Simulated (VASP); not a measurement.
Set up this calculation in VASP 6.6.1, as the native input.

```
Task                   : single point
Functional             : r2SCAN
Potentials or basis    : VASP PAW PBE potentials, release 64 (Mg, Cd, Se)
Cutoff                 : 520 eV
k mesh                 : 6 × 6 × 6
Occupations            : gaussian, width 0.01 eV
Spin                   : no spin polarisation
Dipole correction      : no
Further INCAR settings : ALGO = Normal; EDIFF = 1e-06; NBANDS = 21
```

Crystal: MgCdSe2.

```xyz
4
Lattice="1.9353 1.1174 6.3194 -1.9353 1.1174 6.3194 0.0000 -2.2347 6.3194" Properties=species:S:1:pos:R:3 pbc="T T T"
Mg    1.9353    1.1174    6.3194
Cd    0.0000    0.0000    9.4791
Se    0.0000    0.0000    4.8028
Se    0.0000    0.0000   14.1554
```

This cell differs from its parent crystal: volume changed by -6%.

One way to write it, as run:

POSCAR

```
MgCdSe2
1.0
    1.9353163648      1.1173554242      6.3194148732
   -1.9353163648      1.1173554242      6.3194148732
    0.0000000000     -2.2347108483      6.3194148732
Mg Cd Se
1 1 2
Direct
    1.0000000000      0.0000000000      0.0000000000
    0.5000000000      0.5000000000      0.5000000000
    0.2533357355      0.2533357355      0.2533357355
    0.7466642645      0.7466642645      0.7466642645
```

INCAR.step1

```
  PREC = Accurate
  ENCUT = 520
  ISMEAR = 0
  SIGMA = 0.01
  LREAL = False
  LASPH = True
  NELM = 100
  NBANDS = 21
  GGA = PE
  ALGO = Normal
  EDIFF = 1E-4
  LWAVE = True
  LCHARG = False
```

INCAR.step2

```
  PREC = Accurate
  ENCUT = 520
  EDIFF = 1E-6
  ISMEAR = 0
  SIGMA = 0.01
  LREAL = False
  LASPH = True
  NELM = 100
  ALGO = Normal
  ISIF = 2
  LWAVE = False
  LCHARG = False
  METAGGA = R2SCAN
  LMIXTAU = True
  NBANDS = 21
  ISTART = 1
```

KPOINTS

```
regular mesh
0
Gamma
  6 6 6
```

Potentials or basis: VASP PAW PBE potentials, release 64 (Mg, Cd, Se).

The run is started by

```sh
$ cat potpaw_PBE.64/Mg/POTCAR potpaw_PBE.64/Cd/POTCAR potpaw_PBE.64/Se/POTCAR > POTCAR
$ cp INCAR.step1 INCAR
$ mpirun -np 1 vasp_std > vasp.out
$ cp INCAR.step2 INCAR
$ mpirun -np 1 vasp_std > vasp.out
```

It gave:

```json
{"Pressure": "5.0 GPa", "Largest force": "0.142 eV/Å", "Band gap on the k mesh": "1.19 eV, indirect (least direct gap 1.42 eV)"}
```

Caveat: the PAW data sets were made with another functional, which shifts forces and pressure a little.

Run time: 4.2 min on 1 thread of Intel(R) Xeon(R) 6975P-C (Granite Rapids), on a shared host, peak memory 0.41 GiB.
